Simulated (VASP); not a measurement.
# C (P6_3/mmc) in VASP: further runs, part 2 of 2

VASP 6.6.1.

**4. Single point, PBEsol (strained cell)**

INCAR

```
SYSTEM = C
  PREC = Accurate
  ENCUT = 520
  EDIFF = 1E-6
  ISMEAR = 0
  SIGMA = 0.02
  LREAL = .False.
  LASPH = .True.
  NELM = 80
  ALGO = Normal
  ISIF = 2
  LWAVE = .False.
  LCHARG = .False.
  GGA = PS
  NBANDS = 16
```

KPOINTS

```
Automatic mesh
0
Gamma
  9 9 6
  0 0 0
```

POSCAR

```
C
1.0
    2.4612466108      0.0000000000      0.0000000000
   -1.2306233054      2.1315020900      0.0000000000
    0.0000000000      0.0000000000      4.1653029914
C
4
Direct
    0.3333333333      0.6666666667      0.0000573175
    0.6666666667      0.3333333333      0.5000573175
    0.3333333333      0.6666666667      0.3739426825
    0.6666666667      0.3333333333      0.8739426825
```

Potentials or basis: VASP PAW PBE potentials, release 64 (C).

On the command line:

```console
> cat potpaw_PBE.64/C/POTCAR > POTCAR
> mpirun -np 1 vasp_std > vasp.out
```

OUTCAR:

```text
SYSTEM = C
   PREC = Accurate
   ENCUT = 520
   EDIFF = 1E-6
   ISMEAR = 0
   LREAL = .False.
   LASPH = .True.
   NELM = 80
   ISIF = 2
   GGA = PS

 ion  position               nearest neighbor table
   1  0.333  0.667  0.000-   4 1.51   4 1.51   4 1.51   3 1.56
   2  0.667  0.333  0.500-   3 1.51   3 1.51   3 1.51   4 1.56
   3  0.333  0.667  0.374-   2 1.51   2 1.51   2 1.51   1 1.56
   4  0.667  0.333  0.874-   1 1.51   1 1.51   1 1.51   2 1.56

  LATTYP: Found a hexagonal cell.
 ALAT       =     2.4612466108
 C/A-ratio  =     1.6923549932

  Lattice vectors:

 A1 = (   2.4612466108,   0.0000000000,   0.0000000000)
 A2 = (  -1.2306233054,   2.1315020900,   0.0000000000)
 A3 = (   0.0000000000,   0.0000000000,   4.1653029914)

Analysis of symmetry for initial positions (statically):
=====================================================================
 Subroutine PRICEL returns:
 Original cell was already a primitive cell.

 Routine SETGRP: Setting up the symmetry group for a
 hexagonal supercell.

 Subroutine GETGRP returns: Found 24 space group operations
 (whereof  6 operations were pure point group operations)
 out of a pool of 24 trial point group operations.

The static configuration has the point symmetry C_3v.
 The point group associated with its full space group is D_6h.

Analysis of symmetry for dynamics (positions and initial velocities):
=====================================================================
 Subroutine PRICEL returns:
 Original cell was already a primitive cell.

 Routine SETGRP: Setting up the symmetry group for a
 hexagonal supercell.

 Subroutine GETGRP returns: Found 24 space group operations
[... 118 lines left out ...]
   PSTRESS=    0.0 pullay stress
   NELECT =      16.0000    total number of electrons
   NUPDOWN=      -1.0000    fix difference up-down
   EMIN   =  10.00;   EMAX   =-10.00  energy-range for DOS
   EFERMI =   0.00;   METHOD = LEGACY
   ISMEAR =     0;   SIGMA  =   0.02  broadening in eV -4-tet -1-fermi 0-gaus
   EFERMI_NEDOS =   21; number of points for ismear=-14 and -15
   IALGO  =     38    algorithm
   IMIX   =      4    mixing-type and parameters
     AMIX     =   0.40;   BMIX     =  1.00
     AMIX_MAG =   1.60;   BMIX_MAG =  1.00
  volume/ion in A,a.u.               =       5.46        36.87
  Fermi-wavevector in a.u.,A,eV,Ry     =   1.475545  2.788375 29.623036  2.177232
  Thomas-Fermi vector in A             =   2.590181
   LORBIT       =      0    0 simple, 1 ext, 2 COOP (PROOUT), +10 PAW based schemes
   GGA     = PS    functional components
   LHFCALC =     F    Hartree Fock is set to
   AEXX    =    0.0000 exact exchange contribution
   IVDW    =     0    specifies the selected vdW correction
   LEPSILON=     F    determine dielectric tensor
   LRPA    =     F    only Hartree local field effects (RPA)
 non-spin polarized calculation
 Gauss-broadening in eV      SIGMA  =   0.02
  energy-cutoff  :      520.00
  volume of cell :       21.85
 maximum number of plane-waves:       608
   NGX =  9   NGY =  9   NGZ = 15

 number of electron      15.9999994 magnetization

 Free energy of the ion-electron system (eV)
  ---------------------------------------------------
  ext. energy  EPLUGINS =         0.00000000
  ---------------------------------------------------
  free energy    TOTEN  =       -38.35446167 eV

  energy without entropy =      -38.35446167  energy(sigma->0) =      -38.35446167

 E-fermi :  10.7472     XC(G=0): -13.6144

 val. band max:       10.5810320429   @ k =   0.0000   0.0000   0.0000
 cond. band min:      13.4554207411   @ k =   0.3333   0.3333   0.0000
 fundamental gap:      2.8743886982
 Fermi energy:        10.7472181928

 k-point     1 :       0.0000    0.0000    0.0000
  band No.  band energies     occupation
      1     -11.7973      2.00000
      2      -6.1915      2.00000
      3      -3.6651      2.00000
      4       7.5299      2.00000
      5       7.5299      2.00000
      6       9.9856      2.00000
[... 433 lines left out ...]
      3      -0.8883      2.00000
      4      -0.2280      2.00000
      5      -0.2280      2.00000
      6       2.6024      2.00000
[... 8 lines left out ...]
     15      26.8242      0.00000
     16      26.8242      0.00000

 [... further k-points ...]
[... 5 lines left out ...]
  --------------------------------------------------------------------------------------
  -------------------------------------------------------------------------------------
  Total        3.0821205      3.0821205      0.0310016     -0.0000000     -0.0000000      0.0000000
  in kB      225.9814057    225.9814057      2.2730433     -0.0000000     -0.0000000      0.0000000
  external PRESSURE =     151.4119515 kB  Pullay stress =       0.0000000 kB

 VOLUME and BASIS-vectors are now :
 -----------------------------------------------------------------------------
  energy-cutoff  :      520.00
  volume of cell :       21.85
      direct lattice vectors                 reciprocal lattice vectors
     2.461246611  0.000000000  0.000000000     0.406298172  0.234576359  0.000000000
    -1.230623305  2.131502090  0.000000000     0.000000000  0.469152718  0.000000000
     0.000000000  0.000000000  4.165302991     0.000000000  0.000000000  0.240078573

 POSITION                                       TOTAL-FORCE (eV/Angst)
 -----------------------------------------------------------------------------------
     -0.00000      1.42100      0.00024         0.000000      0.000000      0.011964
      1.23062      0.71050      2.08289        -0.000000     -0.000000      0.011964
     -0.00000      1.42100      1.55758         0.000000      0.000000     -0.011964
      1.23062      0.71050      3.64024        -0.000000     -0.000000     -0.011964
 -----------------------------------------------------------------------------------
    total drift:                               -0.000000      0.000000      0.000002

  FREE ENERGIE OF THE ION-ELECTRON SYSTEM (eV)
  ---------------------------------------------------
  free  energy   TOTEN  =       -38.3544616740 eV

  energy  without entropy=      -38.3544616740  energy(sigma->0) =      -38.35446167
```

It took 6.7 s on 1 thread of Intel Xeon 6975P-C (Granite Rapids), shared host; peak memory 0.13 GiB.

Results:

```
Free energy            : -38.3545 eV
Pressure               : 15.1 GPa
Largest force          : 0.012 eV/Å
Band gap on the k mesh : 2.87 eV, indirect (least direct gap 4.93 eV)
```

Forces on the atoms (eV/Å):
```
C    0.000  0.000  0.012
C    0.000  0.000  0.012
C    0.000  0.000 -0.012
C    0.000  0.000 -0.012
```

Levels at points of the mesh, in eV from the valence-band top:
| k point | band 6 | band 7 | band 8 | band 9 | band 10 | band 11 |
| --- | --- | --- | --- | --- | --- | --- |
| (0.00, 0.00, 0.00) | -0.60 | 0.00 | 0.00 | 4.93 | 5.15 | 5.15 |
| (0.00, 0.00, 0.50) | -1.82 | -1.82 | -1.82 | 7.42 | 7.42 | 7.42 |

Caveat: the cell differs from its parent crystal (strained cell); the PAW data sets were made with another functional, which shifts forces and pressure a little.

**5. Summary**

| cell | gap on the mesh (eV) | pressure (GPa) | largest force (eV/Å) |
| --- | --- | --- | --- |
| a = 2.461, b = 2.461, c = 4.073 Å, angles 90.0, 90.0, 120.0°, 4 atoms | 2.85 | 27.0 | - |
| a = 2.461, b = 2.461, c = 4.198 Å, angles 90.0, 90.0, 120.0°, 4 atoms | 2.90 | 11.4 | 0.01 |
| a = 2.461, b = 2.461, c = 4.165 Å, angles 90.0, 90.0, 120.0°, 4 atoms | 2.87 | 15.1 | 0.01 |

Alike in all rows: task single point; level PBEsol; potentials or basis VASP PAW PBE potentials, release 64 (C); no spin polarisation; k mesh 9 × 9 × 6; cutoff (eV) 520; smearing gaussian 0.02 eV.

Caveats: the PAW data sets were made with another functional, which shifts forces and pressure a little.

Total energies depend on the potentials used, so only differences within one code and one set of settings carry meaning.
